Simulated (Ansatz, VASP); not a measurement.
One calculation of BeTe, two programs

POSCAR

```
BeTe
1.0
    0.0000000000      2.8284401600      2.8284401600
    2.8284401600      0.0000000000      2.8284401600
    2.8284401600      2.8284401600      0.0000000000
Be Te
1 1
Direct
    0.0000000000      0.0000000000      0.0000000000
    0.2500000000      0.2500000000      0.2500000000
```

The input INCAR.step1:

```
ALGO     = Normal         # electronic algorithm
EDIFF    = 1E-5           # SCF threshold, eV
ENCUT    = 520            # plane-wave cutoff, eV
GGA      = PE             # functional
GGA_COMPAT= F            
ISIF     = 2              # what is computed and relaxed
ISMEAR   = -1             # smearing method
LASPH    = T              # aspherical terms in the spheres
LCHARG   = F              # write CHGCAR
LREAL    = F              # projectors in reciprocal space
LWAVE    = T              # write WAVECAR
NBANDS   = 11             # bands
NELM     = 120            # most SCF steps
PREC     = Accurate       # precision mode
SIGMA    = 0.02           # smearing width, eV
```

Contents of INCAR.step2:

```
ALGO     = Normal         # electronic algorithm
EDIFF    = 1E-6           # SCF threshold, eV
ENCUT    = 520            # plane-wave cutoff, eV
GGA      = PE             # functional
GGA_COMPAT= F            
HFSCREEN = 0.2079         # screening, 1/A
ISIF     = 2              # what is computed and relaxed
ISMEAR   = -1             # smearing method
ISTART   = 1            
LASPH    = T              # aspherical terms in the spheres
LCHARG   = F              # write CHGCAR
LHFCALC  = T              # exact exchange
LREAL    = F              # projectors in reciprocal space
LWAVE    = F              # write WAVECAR
NBANDS   = 11             # bands
NELM     = 120            # most SCF steps
PREC     = Accurate       # precision mode
PRECFOCK = Normal       
SIGMA    = 0.02           # smearing width, eV
```

File KPOINTS:

```
k-points
0
Gamma
  8 8 8
```

Input for Ansatz:

```yaml
crystal:
  lattice:
    - [0.0, 2.82844016, 2.82844016]
    - [2.82844016, 0.0, 2.82844016]
    - [2.82844016, 2.82844016, 0.0]
  atoms:
    - { symbol: Be, position: [0.0, 0.0, 0.0] }
    - { symbol: Te, position: [0.25, 0.25, 0.25] }
  symmetry: { tolerance: 0.0003 }
hamiltonian:
  xc: hse06
  pseudopotentials: { kind: paw, azcp: { folder: soft_1 } }
basis:
  ecutwfc: 420
magnetization:
  spin_polarized: false
scf:
  occupations: { method: fermi_dirac, width: 0.02 }
kpoints:
  mp_grid: { grid: [8, 8, 8], shift: [0, 0, 0] }
  band_path:
    path:
      - [0.0, 0.0, 0.0]
      - [-0.5, -0.5, 0.0]
      - [-0.375, -0.375, 0.25]
      - [-0.375, 0.0, 0.375]
      - [0.0, 0.0, 0.0]
      - [0.0, 0.0, 0.5]
      - [-0.5, -0.25, 0.25]
      - [-0.5, -0.5, 0.0]
    npoints: 1
output:
  forces: true
  stress: true
  eigenvalues: true
  bader: true
  populations: true
  elf: true
  write_potential: true
  write_density: true
  volumetric_format: npy
  dos:
    e_range: [-12, 8]
    de: 0.05
    projected: { site_lists: { Be: [Be], Te: [Te] } }
```

Alike in both runs: task single point; functional HSE06; k mesh 8 × 8 × 8; occupations fermi-dirac, width 0.02 eV; no spin polarisation.

|  | VASP | Ansatz |
| --- | --- | --- |
| version | VASP 6.6.1 | Ansatz 0.2.0 |
| potentials or method | VASP PAW PBE potentials, release 64 (Be, Te), cutoff 520 eV | PAW plane waves |
| valence electrons in the cell | 8 | 18 |

Ansatz gave:

```
gap on the k mesh at the Fermi level (eV) : 2.69
pressure (GPa)                            : -0.8
```

What did VASP give for the same quantities?

gap on the k mesh at the Fermi level (eV): 2.67; pressure (GPa): -1.0.

The functional is the same, so the differences come from potentials, cutoffs and numerics. VASP's potentials hold 8 valence electrons a cell and Ansatz's 18, so a difference there can come from the potentials and not from the codes. Ansatz's warnings: stress exchange threshold loose, stress scf threshold loose.

Spin-orbit coupling is off throughout.
